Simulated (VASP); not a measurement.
Crystal: Nb3CdB.

```
Nb Cd B
1.0
     4.13036    0.00000    0.00000
     0.00000    4.13036    0.00000
     0.00000    0.00000    4.13036
Nb Cd B
3 1 1
Cartesian
  0.0000 0.0000 2.0652
  2.0652 0.0000 0.0000
  0.0000 2.0652 0.0000
  2.0652 2.0652 2.0652
  0.0000 0.0000 0.0000
```

The cell was built from a structure type or drawn by symmetry, and may not be a known phase.

```yaml
Program: VASP 6.6.1
Task: relaxation of cell and atoms
Functional: PBE
Potentials_or_basis: VASP PAW PBE potentials, release 64 (Nb_sv, Cd, B)
Cutoff: 600 eV
k_mesh: 4 × 4 × 4
Occupations: gaussian, width 0.1 eV
Spin: no spin polarisation
```

At the start: pressure 44.3 GPa; volume 14.09 Å³/atom.

Question: How do energy, volume and symmetry change on relaxing?

Answer: Over 5 steps the energy falls by 349.2 meV/atom and the volume is 17.07 Å³/atom (+21.1 %); space group Pm-3m (No. 221, to 0.1 Å) before and after.

The path:
| step | energy change (eV) | largest force (eV/Å) | pressure (GPa) | volume (Å³) |
| --- | --- | --- | --- | --- |
| 1 | 0.0000 | 0.0000 | 44.32 | 70.46 |
| 2 | 1.7581 | 0.0000 | -25.76 | 118.16 |
| 3 | -1.7349 | 0.0000 | -2.48 | 86.79 |
| 4 | -1.7455 | 0.0000 | -0.53 | 85.67 |
| 5 | -1.7460 | 0.0000 | 0.07 | 85.34 |

Final structure:
```xyz
5
Lattice="4.4028 0.0000 0.0000 0.0000 4.4028 0.0000 0.0000 0.0000 4.4028" Properties=species:S:1:pos:R:3 pbc="T T T"
Nb    0.0000    0.0000    2.2014
Nb    2.2014    0.0000    0.0000
Nb    0.0000    2.2014    0.0000
Cd    2.2014    2.2014    2.2014
B     0.0000    0.0000    0.0000
```

Caveat: the k points lie up to 0.36 Å⁻¹ apart in the final cell; the volume moved by over 15 % at a fixed basis, so the end points are rough.
